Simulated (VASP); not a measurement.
In3As: single point with PBEsol+D3(BJ)

In3As:

```
CELL_PARAMETERS angstrom
4.50244 0.00000 0.00000
0.00000 4.50244 0.00000
0.00000 0.00000 4.50244
ATOMIC_POSITIONS crystal
In 0.94346 0.44346 0.50000
In 0.50000 0.00000 0.50000
In 0.50000 0.50000 0.00000
As 0.00000 0.00000 0.00000
```

This cell differs from its parent crystal: atom 1 (In) moved +0.360 Å towards its neighbour atom 2 (In) at 3.184 Å.

```json
{
  "Program": "VASP 6.6.1",
  "Task": "single point",
  "Functional": "PBEsol",
  "Dispersion": "D3(BJ)",
  "Potentials or basis": "VASP PAW PBE potentials, release 64 (In_d, As)",
  "Cutoff": "520 eV",
  "k mesh": "10 × 10 × 10",
  "Occupations": "gaussian, width 0.15 eV",
  "Spin": "no spin polarisation"
}
```

The pressure is 1.2 GPa and the largest force is 1.157 eV/Å. The band gap on the k mesh is zero (bands 22 and 23 overlap by 3.95 eV). The dispersion energy per atom is -0.397 eV.

Forces in eV/Å, atoms in the order of the input:
```
In   0.968  0.633  0.000
In  -0.740 -0.740  0.000
In  -0.562  0.265  0.000
As   0.335 -0.158  0.000
```

Stress tensor (GPa, compression positive):
```
1.43 0.94 0.00
0.94 1.47 0.00
0.00 0.00 0.85
```

Levels at points of the mesh, in eV from the Fermi level:
```
           k point  band 20  band 21  band 22  band 23  band 24  band 25
(0.00, 0.00, 0.00)    -3.32    -1.86    -1.62     2.07     2.13     2.28
(0.50, 0.00, 0.00)    -1.87    -0.94    -0.47    -0.34     0.00     1.11
(0.00, 0.50, 0.00)    -2.02    -0.87    -0.52    -0.19     0.28     1.27
(0.00, 0.00, 0.50)    -1.91    -0.88    -0.68    -0.30     0.31     1.34
(0.50, 0.50, 0.00)    -1.10    -0.67     0.55     0.72     1.52     1.84
(0.00, 0.50, 0.50)    -0.99    -0.58     0.54     0.64     1.28     1.78
(0.50, 0.00, 0.50)    -1.12    -0.31     0.53     0.60     1.55     1.83
(0.50, 0.50, 0.50)    -4.43    -4.25    -4.22    -3.30     5.12     5.16
```

Run time: 11 min on 1 thread of Intel(R) Xeon(R) Platinum 8488C (Sapphire Rapids), with other jobs on the host, peak memory 0.76 GiB.

Caveat: the cell differs from its parent crystal (atom 1 (In) moved +0.360 Å towards its neighbour atom 2 (In) at 3.184 Å); the PAW data sets were made with another functional, which shifts forces and pressure a little; spin-orbit coupling is left out, which moves the levels of the heavy elements.
